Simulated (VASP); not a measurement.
Runs of VASP 6.6.1 on Al. The structure is that of space group Im-3m (No. 229), or close to it. The cells are those of the table. 

```tsv
task	cell	k mesh	cutoff (eV)	gap on the mesh (eV)	pressure (GPa)	relaxed volume (Å³/atom)
single point	a = 3.239 Å, 2 atoms	8 × 8 × 8	500	none	0.1	-
relaxation of cell and atoms	relaxed from a = 2.611 Å, 2 atoms	8 × 8 × 8	500	none	0.0	17.00
relaxation of cell and atoms	relaxed from a = 3.239 Å, 2 atoms	14 × 14 × 14	600	none	0.0	(a)
single point	a = 3.234 Å, 2 atoms	14 × 14 × 14	520	none	0.0	-
single point	a = 2.611 Å, 2 atoms	8 × 8 × 8	520	none	170.8	-
```

Alike in all rows: level PBE; potentials or basis VASP PAW PBE potentials, release 64 (Al); no spin polarisation; smearing gaussian 0.1 eV.

**Question.** Estimate the missing entries.

**Answer.** (a) 16.91.

Caveats: the volume moved by over 15 % at a fixed basis, so the end points are rough (some runs).

A gap of «none» marks levels without a gap at the run's occupations.
